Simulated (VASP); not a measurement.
Runs of VASP 6.6.1 on Na. The structure is that of space group Pm-3m (No. 221), or close to it. The cells are those of the table. This isn't the form of Na at room conditions, which is bcc.

```csv
task,cell,cutoff (eV),gap on the mesh (eV),pressure (GPa)
relaxation of cell and atoms,"relaxed to 20 GPa from a = 3.510 Å, 1 atom",600,none,20.2
relaxation of cell and atoms,"relaxed from a = 3.510 Å, 1 atom",600,none,0.0
single point,"a = 2.981 Å, 1 atom",520,none,4.9
single point,"a = 2.812 Å, 1 atom",520,none,(a)
single point,"a = 2.627 Å, 1 atom",520,none,20.1
relaxation of cell and atoms,"relaxed to 5 GPa from a = 3.510 Å, 1 atom",600,none,5.0
single point,"a = 3.386 Å, 1 atom",520,none,0.0
relaxation of cell and atoms,"relaxed to 10 GPa from a = 3.510 Å, 1 atom",600,none,10.0
```

Alike in all rows: level PBEsol; potentials or basis VASP PAW PBE potentials, release 64 (Na_pv); no spin polarisation; k mesh 6 × 6 × 6; smearing methfessel-paxton 0.05 eV.

Question: Fill in the values left out.

Answer: (a) 10.1.

Caveats: some runs use coarse meshes; the PAW data sets were made with another functional, which shifts forces and pressure a little; the cell is relaxed towards a set pressure, so the run minimises the enthalpy, not the energy (at least some runs); the cell stands under pressure (at least some runs).

A gap of «none» marks levels without a gap at the run's occupations.
